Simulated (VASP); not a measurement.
Runs of VASP 6.6.1 on Pt. The structure is cubic, space group Im-3m (No. 229). Conventional cell: a = 3.168 Å, b = 3.168 Å, c = 3.168 Å, α = 90.00°, β = 90.00°, γ = 90.00°. Pt (site symmetry m-3m) has 14 Pt at 2.74 to 3.17 Å within 3.6 Å. 

| k mesh | gap on the mesh (eV) | pressure (GPa) |
| --- | --- | --- |
| 6 × 6 × 6 | none | (b) |
| 10 × 10 × 10 | none | -11.3 |
| 5 × 5 × 5 | none | -9.2 |
| 8 × 8 × 8 | none | (a) |
| 3 × 3 × 3 | none | -0.6 |

Alike in all rows: task single point; level PBEsol; potentials or basis VASP PAW PBE potentials, release 64 (Pt); no spin polarisation; cell as given; cutoff (eV) 500; smearing methfessel-paxton 0.05 eV.

Question: Fill in the values left out.

Answer: (a) -9.8; (b) -10.7.

Caveats: some runs use coarse meshes; the PAW data sets were made with another functional, which shifts forces and pressure a little; spin-orbit coupling is left out, which moves the levels of the heavy elements.

A k mesh can miss the band edges, and the runs leave out spin-orbit coupling on Pt.

A gap of «none» marks levels without a gap at the run's occupations.
